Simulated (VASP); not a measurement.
Here is a VASP 6.6.1 calculation.

Contents of POSCAR:

```
LiSi16
1.0
    0.0000000000      5.4300000000      5.4300000000
    5.4300000000      0.0000000000      5.4300000000
    5.4300000000      5.4300000000      0.0000000000
Si Li
16 1
Direct
    0.0060292818     -0.0182909761      0.0058876611
    0.1217151013      0.1230248619      0.1215860037
   -0.0141197053      0.0058049724      0.5039160221
    0.1217174033      0.1230232965      0.6331870166
    0.0002359116      0.4964567219      0.0001316759
    0.1301974217      0.6091598527      0.1300806630
    0.0002374770      0.4964562615      0.5026943831
    0.1185616022      0.6283755985      0.6262912523
    0.5040450276      0.0058341621     -0.0142813076
    0.6333303867      0.1230287293      0.1215784530
    0.5040439227      0.0058267956      0.5039186924
    0.6183627993      0.1447362799      0.6182047882
    0.5028098527      0.4964568140      0.0001273481
    0.6263964088      0.6283960405      0.1184411602
    0.4950820442      0.5144936464      0.4949720994
    0.6263977901      0.6283909761      0.6262874770
    0.3572620626      0.9280808471      0.3570802947
```

INCAR.step1

```
SYSTEM = LiSi16
ALGO     = Normal         ! electronic algorithm
EDIFF    = 1E-4           ! SCF threshold, eV
ENCUT    = 520            ! plane-wave cutoff, eV
GGA      = PE             ! functional
ISMEAR   = 0              ! smearing method
LASPH    = .True.         ! aspherical terms in the spheres
LCHARG   = .False.        ! write CHGCAR
LREAL    = Auto         
LWAVE    = .True.         ! write WAVECAR
NBANDS   = 48             ! bands
NELECT   = 66.0         
NELM     = 100            ! most SCF steps
PREC     = Accurate       ! precision mode
SIGMA    = 0.05           ! smearing width, eV
```

Contents of INCAR.step2:

```
SYSTEM = LiSi16
ALGO     = Normal         ! electronic algorithm
EDIFF    = 1E-6           ! SCF threshold, eV
ENCUT    = 520            ! plane-wave cutoff, eV
ISIF     = 2              ! what is computed and relaxed
ISMEAR   = 0              ! smearing method
ISTART   = 1            
LASPH    = .True.         ! aspherical terms in the spheres
LCHARG   = .True.         ! write CHGCAR
LELF     = .True.         ! ELF
LMIXTAU  = .True.       
LREAL    = Auto         
LVHAR    = .True.       
LWAVE    = .False.        ! write WAVECAR
METAGGA  = R2SCAN         ! meta-GGA
NBANDS   = 48             ! bands
NELECT   = 66.0         
NELM     = 100            ! most SCF steps
PREC     = Accurate       ! precision mode
SIGMA    = 0.05           ! smearing width, eV
```

KPOINTS

```
k-points
0
Gamma
  2 2 2
  0 0 0
```

Potentials or basis: VASP PAW PBE potentials, release 64 (Si, Li_sv).

Launch:

```bash
$ cat potpaw_PBE.64/Si/POTCAR potpaw_PBE.64/Li_sv/POTCAR > POTCAR
$ cp INCAR.step1 INCAR
$ mpirun -np 1 vasp_std > vasp.out
$ cp INCAR.step2 INCAR
$ mpirun -np 1 vasp_std > vasp.out
```

Task: Predict the largest force.

Result: 0.601 eV/Å.

Forces on the atoms (eV/Å):
```
Si   0.055 -0.056  0.055
Si   0.037  0.012  0.037
Si   0.020 -0.021  0.046
Si  -0.013 -0.038  0.038
Si   0.030 -0.015  0.032
Si   0.051 -0.052  0.051
Si   0.014 -0.032  0.031
Si   0.017 -0.018  0.010
Si   0.046 -0.020  0.020
Si   0.037 -0.038 -0.013
Si   0.020 -0.046  0.021
Si   0.000  0.000  0.000
Si   0.031 -0.032  0.014
Si   0.009 -0.018  0.018
Si  -0.032  0.030 -0.031
Si   0.017 -0.010  0.017
Li  -0.339  0.354 -0.347
```

Caveat: the k points lie up to 0.50 Å⁻¹ apart; the cell carries a net charge on a neutralising background, which shifts energy and pressure; the PAW data sets were made with another functional, which shifts forces and pressure a little.
